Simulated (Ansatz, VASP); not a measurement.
## One calculation of TaN, two programs

```
Ta N
1.0
     2.94997    0.00000    0.00000
    -1.47498    2.55475    0.00000
     0.00000    0.00000    2.89762
Ta N
1 1
Direct
  0.33333 0.66667 0.50000
  0.00000 0.00000 0.00000
```

Alike in both runs: functional PBE; k mesh 12 × 12 × 11; occupations fermi-dirac, width 0.1 eV; no spin polarisation.

Ansatz relaxed the structure, and its values are those at the end. VASP's run is a single point on that final structure, the one shown.

|  | VASP | Ansatz |
| --- | --- | --- |
| version | VASP 6.6.1 | Ansatz 0.2.0 |
| potentials or method | VASP PAW PBE potentials, release 64 (Ta_pv, N), cutoff 520 eV | PAW plane waves |
| valence electrons in the cell | 16 | 18 |

|  | VASP | Ansatz | Ansatz less VASP |
| --- | --- | --- | --- |
| gap on the k mesh at the Fermi level (eV) | none | none | - |
| pressure (GPa) | 0.7 | 0.0 | -0.69 |

A gap of «none» marks a metal or a gap that the smearing closes. VASP's potentials hold 16 valence electrons a cell and Ansatz's 18, so a difference there can come from the potentials and not from the codes.

Neither program's run includes spin-orbit coupling.
